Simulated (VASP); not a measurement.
A run of VASP 6.6.1 is set up as follows.

The input INCAR:

```
PREC = Accurate
ENCUT = 520
EDIFF = 1E-7
ISMEAR = 0
SIGMA = 0.05
LREAL = F
LASPH = T
NELM = 100
ALGO = Normal
ISIF = 2
LWAVE = F
LCHARG = F
GGA = PS
NBANDS = 22
```

File KPOINTS:

```
Automatic mesh
0
Gamma
  4 4 2
```

File POSCAR:

```
F
1.0
    3.1004838602     -1.7819543364     -0.2391360627
    3.1004838602      1.7819543364     -0.2391360627
   -2.3313270155      0.0000000000      7.1362390124
F
4
Direct
    0.0848459664      0.0848459664      0.1059920108
    0.9151540336      0.9151540336      0.8940079892
    0.5015719855      0.5015719855      0.5937195244
    0.4984280145      0.4984280145      0.4062804756
```

Potentials or basis: VASP PAW PBE potentials, release 64 (F).

The run is started by

```bash
$ cat potpaw_PBE.64/F/POTCAR > POTCAR
$ mpirun -np 1 vasp_std > vasp.out
```

Estimate the band gap on the k mesh.

1.85 eV (least direct gap 1.94 eV).

Estimate the largest force.

2.918 eV/Å.

What does it give for the pressure?

-3.4 GPa.

Forces on the atoms (eV/Å):
```
F   -1.018  0.000 -2.734
F    1.018  0.000  2.734
F   -0.083  0.000  0.415
F    0.083  0.000 -0.415
```

Caveat: the k points lie up to 0.52 Å⁻¹ apart; the cell differs from its parent crystal (atoms shifted along a free coordinate); the PAW data sets were made with another functional, which shifts forces and pressure a little. A k mesh can miss the band edges.
